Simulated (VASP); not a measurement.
Wanted: the native input for a VASP 6.6.1 run.

| Item | Value |
| --- | --- |
| Task | single point |
| Functional | HSE06 |
| Potentials or basis | VASP PAW PBE potentials, release 64 (W_sv, S) |
| Cutoff | 520 eV |
| k mesh | 6 × 6 × 2 |
| Occupations | gaussian, width 0.1 eV |
| Spin | no spin polarisation |
| Dipole correction | no |
| Grid for exact exchange (PRECFOCK) | Fast |
| Further INCAR settings | ALGO = Normal; EDIFF = 1e-06; NBANDS = 35 |
| Share of exact exchange | 0.25 |
| Screening parameter | 0.2079 1/Å |

WS2:

```
W S
1.0
     3.18422    0.00000    0.00000
    -1.59211    2.75762    0.00000
     0.00000    0.00000   12.97828
W S
2 4
Direct
  0.33333 0.66667 0.25000
  0.66667 0.33333 0.75000
  0.33333 0.66667 0.62980
  0.66667 0.33333 0.12980
  0.33333 0.66667 0.87020
  0.66667 0.33333 0.37020
```

One way to write it, as run:

POSCAR

```
WS2
1.0
    3.1842228900      0.0000000000      0.0000000000
   -1.5921114500      2.7576179200      0.0000000000
    0.0000000000      0.0000000000     12.9782823600
W S
2 4
Direct
    0.3333333300      0.6666666700      0.2500000000
    0.6666666700      0.3333333300      0.7500000000
    0.3333333300      0.6666666700      0.6298049400
    0.6666666700      0.3333333300      0.1298049400
    0.3333333300      0.6666666700      0.8701950600
    0.6666666700      0.3333333300      0.3701950600
```

INCAR.step1

```
PREC     = Accurate       # precision mode
ENCUT    = 520            # plane-wave cutoff, eV
EDIFF    = 1E-5           # SCF threshold, eV
ISMEAR   = 0              # smearing method
SIGMA    = 0.1            # smearing width, eV
LREAL    = False          # projectors in reciprocal space
LASPH    = True           # aspherical terms in the spheres
NELM     = 60             # most SCF steps
ALGO     = Normal         # electronic algorithm
ISIF     = 2              # what is computed and relaxed
LWAVE    = True           # write WAVECAR
LCHARG   = False          # write CHGCAR
NBANDS   = 35             # bands
GGA      = PE             # functional
KPAR     = 4
```

INCAR.step2

```
PREC     = Accurate       # precision mode
ENCUT    = 520            # plane-wave cutoff, eV
EDIFF    = 1E-6           # SCF threshold, eV
ISMEAR   = 0              # smearing method
SIGMA    = 0.1            # smearing width, eV
LREAL    = False          # projectors in reciprocal space
LASPH    = True           # aspherical terms in the spheres
NELM     = 60             # most SCF steps
ALGO     = Normal         # electronic algorithm
ISIF     = 2              # what is computed and relaxed
LWAVE    = False          # write WAVECAR
LCHARG   = False          # write CHGCAR
GGA      = PE             # functional
LHFCALC  = True           # exact exchange
HFSCREEN = 0.2079         # screening, 1/A
PRECFOCK = Fast         
NBANDS   = 35             # bands
ISTART   = 1            
KPAR     = 4
```

KPOINTS

```
Automatic mesh
0
Gamma
  6 6 2
```

Potentials or basis: VASP PAW PBE potentials, release 64 (W_sv, S).

Run with:

```bash
$ cat potpaw_PBE.64/W_sv/POTCAR potpaw_PBE.64/S/POTCAR > POTCAR
$ cp INCAR.step1 INCAR
$ mpirun -np 4 vasp_std > vasp.out
$ cp INCAR.step2 INCAR
$ mpirun -np 4 vasp_std > vasp.out
```

Results of the run:

- Pressure: -3.0 GPa
- Largest force: 0.329 eV/Å
- Band gap on the k mesh: 1.75 eV (least direct gap 2.22 eV)

Caveat: the PAW data sets were made with another functional, which shifts forces and pressure a little; spin-orbit coupling is left out, which moves the levels of the heavy elements; this functional lacks dispersion, which binds layers or chains, so the pressure and a relaxed spacing across them are unreliable.

It took 35 min on 4 MPI ranks on Intel(R) Xeon(R) Platinum 8259CL CPU @ 2.50GHz (Skylake/Cascade Lake), on a shared host, peak memory 0.38 GiB a rank.
